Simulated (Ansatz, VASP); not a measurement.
## Mn2CuN2 in VASP and in Ansatz

File INCAR:

```
ALGO = Normal ; EDIFF = 1E-7
ENCUT = 520 ; GGA = PE
ISIF = 2 ; ISMEAR = 0
LASPH = True ; LCHARG = False
LREAL = False ; LWAVE = False
NBANDS = 32 ; NELM = 100
PREC = Accurate ; SIGMA = 0.1
```

Contents of KPOINTS:

```
k-points
0
Gamma
  14 14 6
```

File POSCAR:

```
Mn2CuN2
1.0
    2.7980748418     -1.6077516851      0.0000000000
    2.7980748418      1.6077516851      0.0000000000
   -1.8803567843      0.0000000000      6.0876368741
Mn Cu N
2 1 2
Direct
    0.7135595000      0.7135595000      0.1403910000
    0.2864405000      0.2864405000      0.8596090000
    0.5000000000      0.5000000000      0.5000000000
    0.6030625000      0.6030625000      0.8122620000
    0.3969375000      0.3969375000      0.1877380000
```

Input for Ansatz:

```yaml
crystal:
  lattice:
    - [2.7980748418, -1.6077516851, 0.0]
    - [2.7980748418, 1.6077516851, 0.0]
    - [-1.8803567843, 0.0, 6.0876368741]
  atoms:
    - { symbol: Mn, position: [0.7135595, 0.7135595, 0.140391] }
    - { symbol: Mn, position: [0.2864405, 0.2864405, 0.859609] }
    - { symbol: Cu, position: [0.5, 0.5, 0.5] }
    - { symbol: "N", position: [0.6030625, 0.6030625, 0.812262] }
    - { symbol: "N", position: [0.3969375, 0.3969375, 0.187738] }
basis:
  ecutwfc: 420
kpoints:
  mp_grid: { grid: [14, 14, 6] }
hamiltonian:
  xc: pbe
scf:
  occupations: { method: gaussian, width: 0.1 }
  lower_state_search: "off"
output:
  forces: true
  stress: true
  eigenvalues: true
```

Alike in both runs: task single point; functional PBE; k mesh 14 × 14 × 6; occupations gaussian, width 0.1 eV; no spin polarisation.

|  | VASP | Ansatz |
| --- | --- | --- |
| version | VASP 6.6.1 | Ansatz 0.2.0 |
| potentials or method | VASP PAW PBE potentials, release 64 (Mn_pv, Cu, N), cutoff 520 eV | scalar-relativistic, plane waves, PAW |
| valence electrons in the cell | 47 | 59 |

```tsv
	VASP	Ansatz	Ansatz less VASP
gap on the k mesh at the Fermi level (eV)	none	none	-
pressure (GPa)	-4.8	-5.6	-0.75
traceless stress, the component that is largest in VASP (GPa)	3.74	3.62	-0.120
rms of the force components (eV/Å)	0.197	0.204	+0.0069
```

Atom by atom the forces differ by 0.007 eV/Å (rms over components). A gap of «none» marks a metal or a gap that the smearing closes. VASP's potentials hold 47 valence electrons a cell and Ansatz's 59, so a difference there can come from the potentials and not from the codes.
